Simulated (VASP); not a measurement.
# As in VASP: single point with LDA

Aim: the single point of As with LDA.

Program: VASP 6.6.1. These are calculated values, not measurements. Logs are shortened: lines on timing, memory, paths and dates and some standing lists are left out, and cuts for length are marked.

### Step 1. The cell of the first run

The cell holds a slab with vacuum, 4 atoms: a = 4.290 Å, b = 3.706 Å, c = 28.270 Å, α = 90.00°, β = 90.00°, γ = 90.00°.

### Step 2. Single point, LDA

INCAR

```
ALGO = Normal ; DIPOL = 0.5 0.5 0.336
EDIFF = 1E-6 ; ENCUT = 400
GGA = CA ; GGA_COMPAT = False
IDIPOL = 3 ; ISIF = 2
ISMEAR = -1 ; LASPH = True
LCHARG = False ; LDIPOL = True
LREAL = False ; LWAVE = False
NBANDS = 38 ; NELM = 120
NELMDL = -8 ; PREC = Accurate
SIGMA = 0.02
```

KPOINTS

```
k-points
0
Gamma
  6 6 1
```

POSCAR

```
As
1.0
    4.2899033097      0.0000000000      0.0000000000
    0.0000000000      3.7056077722      0.0000000000
    0.0000000000      0.0000000000     28.2703730404
As
4
Direct
    0.0565837893      0.0000000000      0.3783315688
    0.4434162107      0.5000000000      0.3783315688
    0.5565837893      0.5000000000      0.2937501180
    0.9434162107      0.0000000000      0.2937501180
```

Potentials or basis: VASP PAW LDA potentials, release 64 (As_d).

Run with:

```sh
$ cat potpaw_LDA.64/As_d/POTCAR > POTCAR
$ mpirun -np 1 vasp_std > vasp.out
```

OUTCAR:

```text
EDIFF = 1E-6
   ENCUT = 400
   GGA = CA
   ISIF = 2
   ISMEAR = -1
   LASPH = True
   LREAL = False
   NELM = 120
   NELMDL = -8
   PREC = Accurate

 ion  position               nearest neighbor table
   1  0.057  0.000  0.378-   4 2.44   2 2.49   2 2.49
   2  0.443  0.500  0.378-   3 2.44   1 2.49   1 2.49
   3  0.557  0.500  0.294-   2 2.44   4 2.49   4 2.49
   4  0.943  0.000  0.294-   1 2.44   3 2.49   3 2.49

  LATTYP: Found a simple orthorhombic cell.
 ALAT       =     3.7056077722
 B/A-ratio  =     1.1576787327
 C/A-ratio  =     7.6290786231

  Lattice vectors:

 A1 = (   0.0000000000,  -3.7056077722,   0.0000000000)
 A2 = (   4.2899033097,   0.0000000000,   0.0000000000)
 A3 = (   0.0000000000,   0.0000000000,  28.2703730404)

Analysis of symmetry for initial positions (statically):
=====================================================================
 Subroutine PRICEL returns:
 Original cell was already a primitive cell.

 Routine SETGRP: Setting up the symmetry group for a
 simple orthorhombic supercell.

 Subroutine GETGRP returns: Found  8 space group operations
 (whereof  2 operations were pure point group operations)
 out of a pool of  8 trial point group operations.

The static configuration has the point symmetry C_1h.
 The point group associated with its full space group is D_2h.

Analysis of symmetry for dynamics (positions and initial velocities):
=====================================================================
 Subroutine PRICEL returns:
 Original cell was already a primitive cell.

 Routine SETGRP: Setting up the symmetry group for a
 simple orthorhombic supercell.

 Subroutine GETGRP returns: Found  8 space group operations
 (whereof  2 operations were pure point group operations)
 out of a pool of  8 trial point group operations.

The dynamic configuration has the point symmetry C_1h.
 The point group associated with its full space group is D_2h.

 Subroutine INISYM returns: Found  8 space group operations
 (whereof  2 operations are pure point group operations),
 and found     1 'primitive' translations

----------------------------------------------------------------------------------------

                                     Primitive cell

  volume of cell :     449.4056

  direct lattice vectors                    reciprocal lattice vectors
     4.289903310  0.000000000  0.000000000     0.233105487  0.000000000  0.000000000
     0.000000000  3.705607772  0.000000000     0.000000000  0.269861265  0.000000000
     0.000000000  0.000000000 28.270373040     0.000000000  0.000000000  0.035372720

  length of vectors
     4.289903310  3.705607772 28.270373040     0.233105487  0.269861265  0.035372720

  position of ions in fractional coordinates (direct lattice)
     0.056583789  0.000000000  0.378331569
     0.443416211  0.500000000  0.378331569
     0.556583789  0.500000000  0.293750118
     0.943416211  0.000000000  0.293750118

  ion indices of the primitive-cell ions
   primitive index   ion index
                 1           1
                 2           2
                 3           3
                 4           4

----------------------------------------------------------------------------------------

 KPOINTS: k-points

Automatic generation of k-mesh.
 Grid dimensions read from file:
 generate k-points for:    6    6    1

 Generating k-lattice:

  Cartesian coordinates                     Fractional coordinates (reciprocal lattice)
     0.038850914  0.000000000  0.000000000     0.166666667  0.000000000  0.000000000
     0.000000000  0.044976877  0.000000000     0.000000000  0.166666667  0.000000000
     0.000000000  0.000000000  0.035372720     0.000000000  0.000000000  1.000000000

  Length of vectors
     0.038850914  0.044976877  0.035372720

  Shift w.r.t. Gamma in fractional coordinates (k-lattice)
     0.000000000  0.000000000  0.000000000

 Subroutine IBZKPT returns following result:
 ===========================================

 Found     16 irreducible k-points:

 Following reciprocal coordinates:
            Coordinates               Weight
  0.000000  0.000000  0.000000      1.000000
  0.166667  0.000000  0.000000      2.000000
  0.333333  0.000000  0.000000      2.000000
  0.500000  0.000000  0.000000      1.000000
  0.000000  0.166667  0.000000      2.000000
  0.166667  0.166667  0.000000      4.000000
[... 8 lines left out ...]
  0.333333  0.500000  0.000000      2.000000
  0.500000  0.500000  0.000000      1.000000
   k-points           NKPTS =     16   k-points in BZ     NKDIM =     16   number of bands    NBANDS=     38
   number of dos      NEDOS =    301   number of ions     NIONS =      4
   total plane-waves  NPLWV = 129024
   dimension x,y,z NGX =    28 NGY =   24 NGZ =  192
   dimension x,y,z NGXF=    56 NGYF=   48 NGZF=  384
   ions per type =               4
   NGX,Y,Z   is equivalent  to a cutoff of  10.85, 10.77, 11.29 a.u.
   NGXF,Y,Z  is equivalent  to a cutoff of  21.70, 21.53, 22.58 a.u.
 SYSTEM =  unknown system
   PREC   = accura    normal or accurate (medium, high low for compatibility)
   ISTART =      0    job   : 0-new  1-cont  2-samecut
   ICHARG =      2    charge: 1-file 2-atom 10-const
   ISPIN  =      1    spin polarized calculation?
   LNONCOLLINEAR =      F non collinear calculations
   LSORBIT =      F    spin-orbit coupling
   LASPH  =      T    aspherical Exc in radial PAW
   ENCUT  =  400.0 eV  29.40 Ry    5.42 a.u.   7.00  6.04 46.10*2*pi/ulx,y,z
   NELM   =    120;   NELMIN=  2; NELMDL= -8     # of ELM steps
   EDIFF  = 0.1E-05   stopping-criterion for ELM
   LREAL  =      F    real-space projection
   EDIFFG = 0.1E-04   stopping-criterion for IOM
   NSW    =      0    number of steps for IOM
   IBRION =     -1    ionic relax: 0-MD 1-quasi-New 2-CG
   NFREE  =      0    steps in history (QN), initial steepest desc. (CG)
   ISIF   =      2    stress and relaxation
   ISYM   =      2    0-nonsym 1-usesym 2-fastsym
   POTIM  = 0.5000    time-step for ionic-motion
   TEBEG  =    0.0;   TEEND  =   0.0 temperature during run
   PSTRESS=    0.0 pullay stress
   NELECT =      60.0000    total number of electrons
   NUPDOWN=      -1.0000    fix difference up-down
   EMIN   =  10.00;   EMAX   =-10.00  energy-range for DOS
   EFERMI =   0.00;   METHOD = LEGACY
   ISMEAR =    -1;   SIGMA  =   0.02  broadening in eV -4-tet -1-fermi 0-gaus
   EFERMI_NEDOS =   21; number of points for ismear=-14 and -15
   IALGO  =     38    algorithm
   IMIX   =      4    mixing-type and parameters
     AMIX     =   0.40;   BMIX     =  1.00
     AMIX_MAG =   1.60;   BMIX_MAG =  1.00
  volume/ion in A,a.u.               =     112.35       758.18
  Fermi-wavevector in a.u.,A,eV,Ry     =   0.836718  1.581168  9.525397  0.700097
  Thomas-Fermi vector in A             =   1.950489
   LORBIT       =      0    0 simple, 1 ext, 2 COOP (PROOUT), +10 PAW based schemes
   GGA     = CA    functional components
   LHFCALC =     F    Hartree Fock is set to
   AEXX    =    0.0000 exact exchange contribution
   IVDW    =     0    specifies the selected vdW correction
   LEPSILON=     F    determine dielectric tensor
   LRPA    =     F    only Hartree local field effects (RPA)
 non-spin polarized calculation
  energy-cutoff  :      400.00
  volume of cell :      449.41
 maximum number of plane-waves:      8232
 NGX is ok and might be reduce to    28
   NGX = 13   NGY = 13   NGZ = 93

 dipolmoment           0.000000      0.000000     -0.000004 electrons x Angstroem

 number of electron      59.9999966 magnetization

 dipolmoment           0.000000      0.000000      0.000002 electrons x Angstroem

 Free energy of the ion-electron system (eV)
  ---------------------------------------------------
  ext. energy  EPLUGINS =         0.00000000
  ---------------------------------------------------
  free energy    TOTEN  =       -20.93686999 eV

  energy without entropy =      -20.93681887  energy(sigma->0) =      -20.93684443

 E-fermi :  -2.7261     XC(G=0):  -2.5371

 val. band max:       -2.8544747083   @ k =   0.3333   0.0000   0.0000
 cond. band min:      -2.6115605778   @ k =   0.0000   0.0000   0.0000
 fundamental gap:      0.2429141305
 Fermi energy:        -2.7260688205

 k-point     1 :       0.0000    0.0000    0.0000
  band No.  band energies     occupation
      1     -38.9869      2.00000
      2     -38.9842      2.00000
      3     -38.9698      2.00000
      4     -38.9393      2.00000
      5     -38.9317      2.00000
      6     -38.9009      2.00000
[... 30 lines left out ...]
     37       1.5722      0.00000
     38       2.0346      0.00000

 k-point     2 :       0.1667    0.0000    0.0000
  band No.  band energies     occupation
      1     -38.9847      2.00000
      2     -38.9821      2.00000
      3     -38.9673      2.00000
      4     -38.9400      2.00000
      5     -38.9311      2.00000
      6     -38.9097      2.00000
[... 30 lines left out ...]
     37       1.7050      0.00000
     38       1.7981      0.00000

 k-point     3 :       0.3333    0.0000    0.0000
  band No.  band energies     occupation
      1     -38.9797      2.00000
      2     -38.9779      2.00000
      3     -38.9603      2.00000
      4     -38.9433      2.00000
      5     -38.9292      2.00000
      6     -38.9197      2.00000
[... 30 lines left out ...]
     37       1.8685      0.00000
     38       2.3668      0.00000

 k-point     4 :       0.5000    0.0000    0.0000
  band No.  band energies     occupation
      1     -38.9764      2.00000
      2     -38.9764      2.00000
      3     -38.9510      2.00000
      4     -38.9510      2.00000
      5     -38.9261      2.00000
      6     -38.9261      2.00000
[... 30 lines left out ...]
     37       2.9209      0.00000
     38       2.9209      0.00000
[... 375 lines left out ...]
      4     -38.9303      2.00000
      5     -38.9157      2.00000
      6     -38.9157      2.00000
[... 30 lines left out ...]
     37       3.0017      0.00000
     38       3.0017      0.00000

 k-point    15 :       0.3333    0.5000    0.0000
  band No.  band energies     occupation
      1     -38.9687      2.00000
      2     -38.9687      2.00000
      3     -38.9356      2.00000
      4     -38.9356      2.00000
      5     -38.9128      2.00000
      6     -38.9128      2.00000
[... 30 lines left out ...]
     37       2.8293      0.00000
     38       2.8293      0.00000

 k-point    16 :       0.5000    0.5000    0.0000
  band No.  band energies     occupation
      1     -38.9694      2.00000
      2     -38.9694      2.00000
      3     -38.9377      2.00000
      4     -38.9377      2.00000
      5     -38.9114      2.00000
      6     -38.9114      2.00000
[... 30 lines left out ...]
     37       3.8417      0.00000
     38       3.8417      0.00000

------------------------ aborting loop because EDIFF is reached ----------------------------------------

 vacuum level on the upper side and lower side of the slab       (xc-potential included)        -0.006        -0.006

  FORCE on cell =-STRESS in cart. coord.  units (eV):
  Direction    XX          YY          ZZ          XY          YZ          ZX
  --------------------------------------------------------------------------------------
  -------------------------------------------------------------------------------------
  Total       -0.0394101     -0.0031158      0.0190712      0.0000000      0.0000000      0.0000000
  in kB       -0.1405012     -0.0111081      0.0679910      0.0000000      0.0000000      0.0000000
  external PRESSURE =      -0.0278728 kB  Pullay stress =       0.0000000 kB

 VOLUME and BASIS-vectors are now :
 -----------------------------------------------------------------------------
  energy-cutoff  :      400.00
  volume of cell :      449.41
      direct lattice vectors                 reciprocal lattice vectors
     4.289903310  0.000000000  0.000000000     0.233105487  0.000000000  0.000000000
     0.000000000  3.705607772  0.000000000     0.000000000  0.269861265  0.000000000
     0.000000000  0.000000000 28.270373040     0.000000000  0.000000000  0.035372720

 POSITION                                       TOTAL-FORCE (eV/Angst)
 -----------------------------------------------------------------------------------
      0.24274      0.00000     10.69557        -0.023087      0.000000      0.035997
      1.90221      1.85280     10.69557         0.023087      0.000000      0.035997
      2.38769      1.85280      8.30443        -0.023087     -0.000000     -0.035997
      4.04716      0.00000      8.30443         0.023087     -0.000000     -0.035997
 -----------------------------------------------------------------------------------
    total drift:                                0.000000      0.000000      0.000161

  FREE ENERGIE OF THE ION-ELECTRON SYSTEM (eV)
  ---------------------------------------------------
  free  energy   TOTEN  =       -20.9368699851 eV

  energy  without entropy=      -20.9368188689  energy(sigma->0) =      -20.93684443

 vacuum level on the upper side and lower side of the slab         1.501         1.501
```

It took 2.6 min on 1 thread of Intel Xeon Platinum 8375C at 2.90GHz (Ice Lake), shared host; peak memory 0.34 GiB.

Results:

* Free energy: -20.9369 eV
* Largest force: 0.043 eV/Å

Forces in eV/Å, atoms in the order of the input:
```
As  -0.023  0.000  0.036
As   0.023  0.000  0.036
As  -0.023  0.000 -0.036
As   0.023  0.000 -0.036
```

Levels at points of the mesh, in eV from the Fermi level:
```tsv
k point	band 26	band 27	band 28	band 29	band 30	band 31	band 32	band 33	band 34	band 35
(0.00, 0.00, 0.00)	-4.45	-3.73	-2.29	-1.93	-0.30	0.11	1.57	2.34	3.21	3.72
(0.50, 0.00, 0.00)	-3.33	-2.35	-2.35	-1.02	-1.02	1.18	1.18	1.94	1.94	2.42
(0.00, 0.50, 0.00)	-3.72	-2.50	-2.50	-2.25	-2.25	0.91	0.91	1.05	1.05	2.46
(0.50, 0.50, 0.00)	-5.78	-4.63	-4.63	-2.17	-2.17	2.31	2.31	4.85	4.85	5.08
```
